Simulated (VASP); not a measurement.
# BP (F-43m) in VASP: a series of runs

BP is run at these levels: r2SCAN; tasks: dielectric tensor.

All numbers are computed with VASP 6.6.1; they aren't measurements. Logs are shortened: lines on timing, memory, paths and dates and some standing lists are left out, and cuts for length are marked.

### Step 1. The cell of the first run

It takes space group F-43m (No. 216, cubic). Conventional cell: a = 4.446 Å, b = 4.446 Å, c = 4.446 Å, α = 90.00°, β = 90.00°, γ = 90.00°. Within 2.6 Å of B (site symmetry -43m) lie 4 P at 1.93 Å. P (site symmetry -43m) has 4 B at 1.93 Å within 2.6 Å.

### Step 2. Dielectric tensor, r2SCAN (strain -2.0%)

INCAR reads:

```
SYSTEM = BP
PREC = Accurate
ENCUT = 520
EDIFF = 1E-8
ISMEAR = 0
SIGMA = 0.01
LREAL = .FALSE.
LASPH = .TRUE.
NELM = 80
ALGO = Normal
ISIF = 2
LWAVE = .FALSE.
LCHARG = .FALSE.
METAGGA = R2SCAN
LMIXTAU = .TRUE.
LCALCEPS = .TRUE.
```

KPOINTS reads:

```
regular mesh
0
G
  8 8 8
  0 0 0
```

POSCAR reads:

```
BP
1.0
    0.0000000000      2.2229493555      2.2229493555
    2.2229493555      0.0000000000      2.2229493555
    2.2229493555      2.2229493555      0.0000000000
B P
1 1
Direct
    0.0000000000      0.0000000000      0.0000000000
    0.2500000000      0.2500000000      0.2500000000
```

Potentials or basis: VASP PAW PBE potentials, release 64 (B, P).

On the command line:

```
$ cat potpaw_PBE.64/B/POTCAR potpaw_PBE.64/P/POTCAR > POTCAR
$ mpirun -np 1 vasp_std > vasp.out
```

OUTCAR:

```text
SYSTEM = BP
   PREC = Accurate
   ENCUT = 520
   EDIFF = 1E-8
   ISMEAR = 0
   LREAL = .FALSE.
   LASPH = .TRUE.
   NELM = 80
   ISIF = 2
   METAGGA = R2SCAN

 ion  position               nearest neighbor table
   1  0.000  0.000  0.000-   2 1.93   2 1.93   2 1.93   2 1.93
   2  0.250  0.250  0.250-   1 1.93   1 1.93   1 1.93   1 1.93

  LATTYP: Found a face centered cubic cell.
 ALAT       =     4.4458987110

  Lattice vectors:

 A1 = (   0.0000000000,   2.2229493555,   2.2229493555)
 A2 = (   2.2229493555,   0.0000000000,   2.2229493555)
 A3 = (   2.2229493555,   2.2229493555,   0.0000000000)

Analysis of symmetry for initial positions (statically):
=====================================================================
 Subroutine PRICEL returns:
 Original cell was already a primitive cell.

 Routine SETGRP: Setting up the symmetry group for a
 face centered cubic supercell.

 Subroutine GETGRP returns: Found 24 space group operations
 (whereof 24 operations were pure point group operations)
 out of a pool of 48 trial point group operations.

The static configuration has the point symmetry T_d .

Analysis of symmetry for dynamics (positions and initial velocities):
=====================================================================
 Subroutine PRICEL returns:
 Original cell was already a primitive cell.

 Routine SETGRP: Setting up the symmetry group for a
 face centered cubic supercell.

 Subroutine GETGRP returns: Found 24 space group operations
 (whereof 24 operations were pure point group operations)
 out of a pool of 48 trial point group operations.

The dynamic configuration has the point symmetry T_d .

 Subroutine INISYM returns: Found 24 space group operations
 (whereof 24 operations are pure point group operations),
 and found     1 'primitive' translations

----------------------------------------------------------------------------------------

                                     Primitive cell

  volume of cell :      21.9694

  direct lattice vectors                    reciprocal lattice vectors
     0.000000000  2.222949355  2.222949355    -0.224926402  0.224926402  0.224926402
     2.222949355  0.000000000  2.222949355     0.224926402 -0.224926402  0.224926402
     2.222949355  2.222949355  0.000000000     0.224926402  0.224926402 -0.224926402

  length of vectors
[... 129 lines left out ...]
  energy without entropy =      -17.26629822  energy(sigma->0) =      -17.26629822

 E-fermi :   8.1926     XC(G=0): -11.7814

 val. band max:        8.1378568980   @ k =   0.0000   0.0000   0.0000
 cond. band min:   10000.0000000000   @ k =   0.0000   0.0000   0.0000
 fundamental gap:   9991.8621431020
 Fermi energy:         8.1925823481

 k-point     1 :       0.0000    0.0000    0.0000
  band No.  band energies     occupation
      1      -8.7007      2.00000
      2       8.1374      2.00000
      3       8.1375      2.00000
      4       8.1379      2.00000
      5   10000.0000      0.00000
      6   10000.0000      0.00000
      7   10000.0000      0.00000
      8   10000.0000      0.00000
[... 243 lines left out ...]
 k-point    24 :      -0.3750    0.2500    0.1250
  band No.  band energies     occupation
      1      -4.2173      2.00000
      2      -1.1752      2.00000
      3       3.1738      2.00000
      4       4.6679      2.00000
      5   10000.0000      0.00000
      6   10000.0000      0.00000
      7   10000.0000      0.00000
      8   10000.0000      0.00000

 [... further k-points ...]

------------------------ aborting loop because EDIFF is reached ----------------------------------------

            Ionic dipole moment: p[ion]=(     5.55737     5.55737     5.55737 ) |e| Angst

 Total electronic dipole moment: p[elc]=(     0.00071     0.00071     0.00995 ) |e| Angst

 MACROSCOPIC STATIC DIELECTRIC TENSOR (including local field effects)
 ------------------------------------------------------
           8.614703     0.000000    -0.000000
          -0.000000     8.614703     0.000000
          -0.000000    -0.000000     8.614703
 ------------------------------------------------------

 PIEZOELECTRIC TENSOR (including local field effects) (e Angst)
          XX          YY          ZZ          XY          YZ          ZX
  --------------------------------------------------------------------------------
  x    -0.00000    -0.00000    -0.00000    -0.00000     0.22837     0.00000
  y     0.00000     0.00000     0.00000     0.00000    -0.00000     0.22837
  z    -0.00000    -0.00000    -0.00000     0.22837    -0.00000    -0.00000

 PIEZOELECTRIC TENSOR (including local field effects) (C/m^2)
          XX          YY          ZZ          XY          YZ          ZX
  --------------------------------------------------------------------------------
  x    -0.00000    -0.00000    -0.00000    -0.00000     0.16655     0.00000
  y     0.00000     0.00000     0.00000     0.00000    -0.00000     0.16655
  z    -0.00000    -0.00000    -0.00000     0.16655    -0.00000    -0.00000

 BORN EFFECTIVE CHARGES (including local field effects) (in |e|, cummulative output)
 ---------------------------------------------------------------------------------
 ion    1
    1    -0.64797     0.00000     0.00000
    2    -0.00000    -0.64797    -0.00000
    3     0.00000    -0.00000    -0.64797
 ion    2
    1     0.64797     0.00000    -0.00000
    2     0.00000     0.64797     0.00000
    3     0.00000     0.00000     0.64797

  FORCE on cell =-STRESS in cart. coord.  units (eV):
  Direction    XX          YY          ZZ          XY          YZ          ZX
  --------------------------------------------------------------------------------------
  -------------------------------------------------------------------------------------
  Total        1.4985666      1.4985666      1.4985666      0.0000000     -0.0000000     -0.0000000
  in kB      109.2868530    109.2868530    109.2868530      0.0000000     -0.0000000     -0.0000000
  external PRESSURE =     109.2868530 kB  Pullay stress =       0.0000000 kB

 VOLUME and BASIS-vectors are now :
 -----------------------------------------------------------------------------
  energy-cutoff  :      520.00
  volume of cell :       21.97
      direct lattice vectors                 reciprocal lattice vectors
     0.000000000  2.222949355  2.222949355    -0.224926402  0.224926402  0.224926402
     2.222949355  0.000000000  2.222949355     0.224926402 -0.224926402  0.224926402
     2.222949355  2.222949355  0.000000000     0.224926402  0.224926402 -0.224926402

 POSITION                                       TOTAL-FORCE (eV/Angst)
 -----------------------------------------------------------------------------------
      0.00000      0.00000      0.00000        -0.000000      0.000000      0.000000
      1.11147      1.11147      1.11147         0.000000      0.000000     -0.000000
 -----------------------------------------------------------------------------------
    total drift:                                0.000000      0.000000      0.000000

  FREE ENERGIE OF THE ION-ELECTRON SYSTEM (eV)
  ---------------------------------------------------
  free  energy   TOTEN  =       -17.2662982231 eV

  energy  without entropy=      -17.2662982231  energy(sigma->0) =      -17.26629822
```

stdout:

```text
POSCAR found type information on POSCAR B P
 POSCAR found :  2 types and       2 ions
 scaLAPACK will be used
 -----------------------------------------------------------------------------
|                                                                             |
[... 110 lines left out ...]
 p_tot=(  0.556E+01  0.557E+01  0.556E+01 )
dp_tot=(  0.608E-05  0.928E-02  0.606E-05 )  diag[e(oo)]=(    ---    8.64318    ---   )
 p_tot=(  0.556E+01  0.557E+01  0.556E+01 )
dp_tot=(  0.614E-05  0.929E-02  0.612E-05 )  diag[e(oo)]=(    ---    8.65055    ---   )
 p_tot=(  0.556E+01  0.557E+01  0.556E+01 )
dp_tot=(  0.617E-05  0.928E-02  0.615E-05 )  diag[e(oo)]=(    ---    8.64086    ---   )
 p_tot=(  0.556E+01  0.557E+01  0.556E+01 )
dp_tot=(  0.620E-05  0.926E-02  0.618E-05 )  diag[
```

It took 6.1 min on 1 thread of Intel Xeon 6975P-C (Granite Rapids), shared host; peak memory 0.25 GiB.

What came out:

- Band gap on the k mesh: 1.40 eV, indirect (least direct gap 3.74 eV)
- Electronic dielectric tensor (diagonal): 8.61
- Born charges (mean of the diagonal): B -0.65; P +0.65 e

Electronic dielectric tensor:
```
8.61 0.00 0.00
0.00 8.61 0.00
0.00 0.00 8.61
```

Born effective charge tensors (e):
atom 1, B
```
-0.65  0.00  0.00
 0.00 -0.65  0.00
 0.00  0.00 -0.65
```
atom 2, P
```
0.65 0.00 0.00
0.00 0.65 0.00
0.00 0.00 0.65
```

Dipole moments of the cell (e·Å, modulo the quantum): ionic 5.557, 5.557, 5.557; electronic 0.001, 0.001, 0.010

Caveat: the cell differs from its parent crystal (strain -2.0%); the PAW data sets were made with another functional, which shifts forces and pressure a little. A k mesh can miss the band edges.

### Step 3. Dielectric tensor, r2SCAN (strain -1.0%)

INCAR reads:

```
PREC = Accurate ; ENCUT = 520
EDIFF = 1E-8 ; ISMEAR = 0
SIGMA = 0.01 ; LREAL = F
LASPH = T ; NELM = 60
ALGO = Normal ; ISIF = 2
LWAVE = F ; LCHARG = F
METAGGA = R2SCAN ; LMIXTAU = T
LCALCEPS = T
```

KPOINTS reads:

```
regular mesh
0
Gamma
  8 8 8
```

POSCAR reads:

```
BP
1.0
    0.0000000000      2.2456325122      2.2456325122
    2.2456325122      0.0000000000      2.2456325122
    2.2456325122      2.2456325122      0.0000000000
B P
1 1
Direct
    0.0000000000      0.0000000000      0.0000000000
    0.2500000000      0.2500000000      0.2500000000
```

Potentials or basis: VASP PAW PBE potentials, release 64 (B, P).

On the command line:

```
$ cat potpaw_PBE.64/B/POTCAR potpaw_PBE.64/P/POTCAR > POTCAR
$ mpirun -np 1 vasp_std > vasp.out
```

OUTCAR:

```text
PREC = Accurate
   ENCUT = 520
   EDIFF = 1E-8
   ISMEAR = 0
   LREAL = F
   LASPH = T
   NELM = 60
   ISIF = 2
   METAGGA = R2SCAN

 ion  position               nearest neighbor table
   1  0.000  0.000  0.000-   2 1.94   2 1.94   2 1.94   2 1.94
   2  0.250  0.250  0.250-   1 1.94   1 1.94   1 1.94   1 1.94

  LATTYP: Found a face centered cubic cell.
 ALAT       =     4.4912650244

  Lattice vectors:

 A1 = (   0.0000000000,   2.2456325122,   2.2456325122)
 A2 = (   2.2456325122,   0.0000000000,   2.2456325122)
 A3 = (   2.2456325122,   2.2456325122,   0.0000000000)

Analysis of symmetry for initial positions (statically):
=====================================================================
 Subroutine PRICEL returns:
 Original cell was already a primitive cell.

 Routine SETGRP: Setting up the symmetry group for a
[... 458 lines left out ...]
  x     0.00000     0.00000     0.00000     0.00000     0.16201     0.00000
  y     0.00000     0.00000     0.00000     0.00000     0.00000     0.16201
  z     0.00000     0.00000     0.00000     0.16201    -0.00000    -0.00000

 PIEZOELECTRIC TENSOR (including local field effects) (C/m^2)
          XX          YY          ZZ          XY          YZ          ZX
  --------------------------------------------------------------------------------
  x     0.00000     0.00000     0.00000     0.00000     0.11461     0.00000
  y     0.00000     0.00000     0.00000     0.00000     0.00000     0.11461
  z     0.00000     0.00000     0.00000     0.11461    -0.00000    -0.00000

 BORN EFFECTIVE CHARGES (including local field effects) (in |e|, cummulative output)
 ---------------------------------------------------------------------------------
 ion    1
    1    -0.54422     0.00000     0.00000
    2     0.00000    -0.54422    -0.00000
    3    -0.00000     0.00000    -0.54422
 ion    2
    1     0.54422     0.00000    -0.00000
    2    -0.00000     0.54422     0.00000
    3     0.00000     0.00000     0.54422

  FORCE on cell =-STRESS in cart. coord.  units (eV):
  Direction    XX          YY          ZZ          XY          YZ          ZX
  --------------------------------------------------------------------------------------
  -------------------------------------------------------------------------------------
  Total        0.6886208      0.6886208      0.6886208     -0.0000000     -0.0000000      0.0000000
  in kB       48.7129783     48.7129783     48.7129783     -0.0000000     -0.0000000      0.0000000
  external PRESSURE =      48.7129783 kB  Pullay stress =       0.0000000 kB

 VOLUME and BASIS-vectors are now :
 -----------------------------------------------------------------------------
  energy-cutoff  :      520.00
  volume of cell :       22.65
      direct lattice vectors                 reciprocal lattice vectors
     0.000000000  2.245632512  2.245632512    -0.222654418  0.222654418  0.222654418
     2.245632512  0.000000000  2.245632512     0.222654418 -0.222654418  0.222654418
     2.245632512  2.245632512  0.000000000     0.222654418  0.222654418 -0.222654418

 POSITION                                       TOTAL-FORCE (eV/Angst)
 -----------------------------------------------------------------------------------
      0.00000      0.00000      0.00000         0.000000     -0.000000     -0.000000
      1.12282      1.12282      1.12282        -0.000000      0.000000      0.000000
 -----------------------------------------------------------------------------------
    total drift:                                0.000000      0.000000      0.000000

  FREE ENERGIE OF THE ION-ELECTRON SYSTEM (eV)
  ---------------------------------------------------
  free  energy   TOTEN  =       -17.2999511704 eV

  energy  without entropy=      -17.2999511704  energy(sigma->0) =      -17.29995117
```

OSZICAR:

```text
N       E                     dE             d eps       ncg     rms          rms(c)
DAV:   1     0.349291466875E+01    0.34929E+01   -0.43371E+03   472   0.925E+02
DAV:   2    -0.189882899260E+02   -0.22481E+02   -0.21561E+02   768   0.112E+02
DAV:   3    -0.192106077839E+02   -0.22232E+00   -0.22232E+00   512   0.146E+01
[... 12 lines left out ...]
DMP:  10    -0.172999510366E+02   -0.11798E-06   -0.81340E-07  1200   0.104E-06   0.190E-06
DMP:  11    -0.172999510966E+02   -0.60059E-07   -0.43890E-07  1200   0.592E-07   0.972E-07
DMP:  12    -0.172999511304E+02   -0.33766E-07   -0.26789E-07  1200   0.362E-07   0.593E-07
DMP:  13    -0.172999511515E+02   -0.21132E-07   -0.15809E-07  1200   0.194E-07   0.388E-07
DMP:  14    -0.172999511638E+02   -0.12331E-07   -0.84384E-08  1200   0.958E-08   0.222E-07
DMP:  15    -0.172999511704E+02   -0.65405E-08   -0.44774E-08  1200   0.513E-08   0.117E-07
   1 F= -.17299951E+02 E0= -.17299951E+02  d E =-.691145E-17
```

stdout:

```text
POSCAR found type information on POSCAR B P
 POSCAR found :  2 types and       2 ions
 scaLAPACK will be used
 -----------------------------------------------------------------------------
|                                                                             |
[... 110 lines left out ...]
 p_tot=(  0.562E+01  0.562E+01  0.562E+01 )
dp_tot=(  0.628E-05  0.957E-02  0.626E-05 )  diag[e(oo)]=(    ---    8.64970    ---   )
 p_tot=(  0.562E+01  0.562E+01  0.562E+01 )
dp_tot=(  0.634E-05  0.958E-02  0.632E-05 )  diag[e(oo)]=(    ---    8.65684    ---   )
 p_tot=(  0.562E+01  0.562E+01  0.562E+01 )
dp_tot=(  0.638E-05  0.957E-02  0.635E-05 )  diag[e(oo)]=(    ---    8.64693    ---   )
 p_tot=(  0.562E+01  0.562E+01  0.562E+01 )
dp_tot=(  0.640E-05  0.955E-02  0.638E-05 )  diag[
```

Run time: 6 min. Hardware: 1 thread of Intel Xeon 6975P-C (Granite Rapids), shared host; peak memory 0.25 GiB.

What came out:

```yaml
Band_gap_on_the_k_mesh: 1.44 eV, indirect (least direct gap 3.69 eV)
Electronic_dielectric_tensor_diagonal: 8.62
Born_charges_mean_of_the_diagonal: B -0.54; P +0.54 e
```

Electronic dielectric tensor:
```
8.62 0.00 0.00
0.00 8.62 0.00
0.00 0.00 8.62
```

Born effective charge tensors (e):
atom 1, B
```
-0.54  0.00  0.00
 0.00 -0.54  0.00
 0.00  0.00 -0.54
```
atom 2, P
```
0.54 0.00 0.00
0.00 0.54 0.00
0.00 0.00 0.54
```

Dipole moments of the cell (e·Å, modulo the quantum): ionic 5.614, 5.614, 5.614; electronic 0.001, 0.001, 0.010

Caveat: the cell differs from its parent crystal (strain -1.0%); the PAW data sets were made with another functional, which shifts forces and pressure a little.
